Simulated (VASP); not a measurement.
Wanted: the native input for a VASP 6.6.1 run.

- Task: single point
- Functional: PBE
- Potentials or basis: VASP PAW PBE potentials, release 64 (B, N)
- Cutoff: 520 eV
- k mesh: 12 × 12 × 6
- Occupations: gaussian, width 0.02 eV
- Spin: no spin polarisation
- Dipole correction: no
- Further INCAR settings: ALGO = Normal; EDIFF = 1e-06; NBANDS = 16

The structure of BN lies in POSCAR:

```
BN
1.0
    2.5799718655      0.0000000000      0.0000000000
   -1.2899859328      2.2343211765      0.0000000000
    0.0000000000      0.0000000000      4.2660224997
B N
2 2
Direct
    0.6666666667      0.3333333333      0.9999286778
    0.3333333333      0.6666666667      0.4999286778
    0.6666666667      0.3333333333      0.6250713222
    0.3333333333      0.6666666667      0.1250713222
```

This cell differs from its parent crystal: volume scaled by 1.03, then relaxed in part.

One way to write it, as run:

INCAR

```
  PREC = Accurate
  ENCUT = 520
  EDIFF = 1E-6
  ISMEAR = 0
  SIGMA = 0.02
  LREAL = False
  LASPH = True
  NELM = 100
  ALGO = Normal
  ISIF = 2
  LWAVE = False
  LCHARG = True
  GGA = PE
  LELF = True
  LVHAR = True
  NBANDS = 16
```

KPOINTS

```
Automatic mesh
0
Gamma
  12 12 6
```

Potentials or basis: VASP PAW PBE potentials, release 64 (B, N).

Command:

```console
$ cat potpaw_PBE.64/B/POTCAR potpaw_PBE.64/N/POTCAR > POTCAR
$ mpirun -np 1 vasp_std > vasp.out
```

It gave:

```json
{"Pressure": "-10.3 GPa", "Band gap on the k mesh": "5.27 eV, indirect (least direct gap 8.10 eV)"}
```

Wall time 12 s on 1 thread of Intel(R) Xeon(R) 6975P-C (Granite Rapids), with other jobs on the host, peak memory 0.14 GiB.
